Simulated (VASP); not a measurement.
Wanted: the native input for a VASP 6.6.1 run.

```
Task                   : single point
Functional             : LDA
Potentials or basis    : VASP PAW LDA potentials, release 64 (Zn, Se)
Cutoff                 : 520 eV
k mesh                 : 8 × 8 × 8
Occupations            : gaussian, width 0.02 eV
Spin                   : no spin polarisation
Dipole correction      : no
Further INCAR settings : ALGO = Normal; EDIFF = 1e-06; NBANDS = 16
```

The structure of ZnSe (Stilleite) lies in POSCAR:

```
ZnSe
1.0
    0.0000000000      2.8166002461      2.8166002461
    2.8166002461      0.0000000000      2.8166002461
    2.8166002461      2.8166002461      0.0000000000
Zn Se
1 1
Direct
    0.0000000000      0.0000000000      0.0000000000
    0.2500000000      0.2500000000      0.2500000000
```

These files were run (other wordings do the same):

INCAR

```
SYSTEM = ZnSe
PREC     = Accurate       ! precision mode
ENCUT    = 520            ! plane-wave cutoff, eV
EDIFF    = 1E-6           ! SCF threshold, eV
ISMEAR   = 0              ! smearing method
SIGMA    = 0.02           ! smearing width, eV
LREAL    = .False.        ! projectors in reciprocal space
LASPH    = .True.         ! aspherical terms in the spheres
NELM     = 80             ! most SCF steps
ALGO     = Normal         ! electronic algorithm
ISIF     = 2              ! what is computed and relaxed
LWAVE    = .False.        ! write WAVECAR
LCHARG   = .False.        ! write CHGCAR
GGA      = CA             ! functional
NBANDS   = 16             ! bands
```

KPOINTS

```
regular mesh
0
Gamma
  8 8 8
  0 0 0
```

Potentials or basis: VASP PAW LDA potentials, release 64 (Zn, Se).

The run is started by

```bash
$ cat potpaw_LDA.64/Zn/POTCAR potpaw_LDA.64/Se/POTCAR > POTCAR
$ mpirun -np 1 vasp_std > vasp.out
```

Results of the run:

| Item | Value |
| --- | --- |
| Pressure | -2.0 GPa |
| Band gap on the k mesh | 1.14 eV, direct |

It took 12 s on 1 thread of Intel(R) Xeon(R) Platinum 8559C (Emerald Rapids), on a shared host, peak memory 0.15 GiB.
